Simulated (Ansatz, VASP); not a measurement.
## TaH3: VASP beside Ansatz

```
Ta H
1.0
    -4.16801    4.16801    4.16801
     4.16801   -4.16801    4.16801
     4.16801    4.16801   -4.16801
Ta H
4 12
Direct
  0.50000 0.50000 0.50000
  0.00000 0.00000 0.50000
  0.00000 0.50000 0.00000
  0.50000 0.00000 0.00000
  0.50000 0.73056 0.76944
  0.76944 0.50000 0.73056
  0.73056 0.76944 0.50000
  0.03888 0.26944 0.76944
  0.23056 0.96112 0.73056
  0.26944 0.23056 0.50000
  0.96112 0.73056 0.23056
  0.23056 0.50000 0.26944
  0.26944 0.76944 0.03888
  0.50000 0.26944 0.23056
  0.76944 0.03888 0.26944
  0.73056 0.23056 0.96112
```

Alike in both runs: task relaxation of cell and atoms; functional PBE; k mesh 4 × 4 × 4; occupations gaussian, width 0.1 eV; no spin polarisation.

|  | VASP | Ansatz |
| --- | --- | --- |
| version | VASP 6.6.1 | Ansatz 0.2.0 |
| potentials or method | VASP PAW PBE potentials, release 64 (Ta_pv, H), cutoff 600 eV | scalar-relativistic, plane waves, PAW |
| valence electrons in the cell | 56 | 64 |

|  | VASP | Ansatz | Ansatz less VASP |
| --- | --- | --- | --- |
| gap on the k mesh at the Fermi level, each at its own relaxed structure (eV) | none | none | - |
| relaxed volume (Å³/atom) | 8.96 | 9.10 | +0.142 |
| relaxed length of the cell vector where the two differ most in proportion (Å) | 5.711 | 5.741 | +0.0299 |

A gap of «none» marks a metal or a gap that the smearing closes. VASP's potentials hold 56 valence electrons a cell and Ansatz's 64, so a difference there can come from the potentials and not from the codes.

Neither program's run includes spin-orbit coupling. Noted on VASP's run: the volume moved by over 15 % at a fixed basis, so the end points are rough.
